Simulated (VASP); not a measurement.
Input of a VASP 6.6.1 run:

Contents of INCAR:

```
SYSTEM = Al
PREC = Accurate ; ENCUT = 600
EDIFF = 1E-6 ; ISMEAR = -1
SIGMA = 0.05 ; LREAL = .FALSE.
LASPH = .TRUE. ; NELM = 60
ALGO = Normal ; ISIF = 3
LWAVE = .FALSE. ; LCHARG = .FALSE.
GGA = CA ; IBRION = 2
NSW = 60 ; EDIFFG = -0.01
```

File KPOINTS:

```
regular mesh
0
G
  7 7 10
  0 0 0
```

The input POSCAR:

```
Al
1.0
    4.4916000000      0.0000000000      0.0000000000
   -2.2458000000      3.8898400000      0.0000000000
    0.0000000000      0.0000000000      2.7226000000
Al
2
Direct
    0.3333300000      0.6666700000      0.0000000000
    0.6666700000      0.3333300000      0.0000000000
```

Potentials or basis: VASP PAW LDA potentials, release 64 (Al).

The run is started by

```sh
$ cat potpaw_LDA.64/Al/POTCAR > POTCAR
$ mpirun -np 1 vasp_std > vasp.out
```

**Question.** Estimate the band gap on the k mesh.

**Answer.** Zero (band 3 reaches 6.60 eV, above the bottom of band 4 at 3.08 eV).

**Question.** Estimate the relaxed volume.

**Answer.** 23.53 Å³/atom.

Step by step:
```csv
step,energy change (eV),largest force (eV/Å),pressure (GPa),volume (Å³)
1,0.0000,0.0003,-0.53,47.57
2,-0.0015,0.0000,0.00,47.03
3,-0.0015,0.0000,-0.04,47.06
```
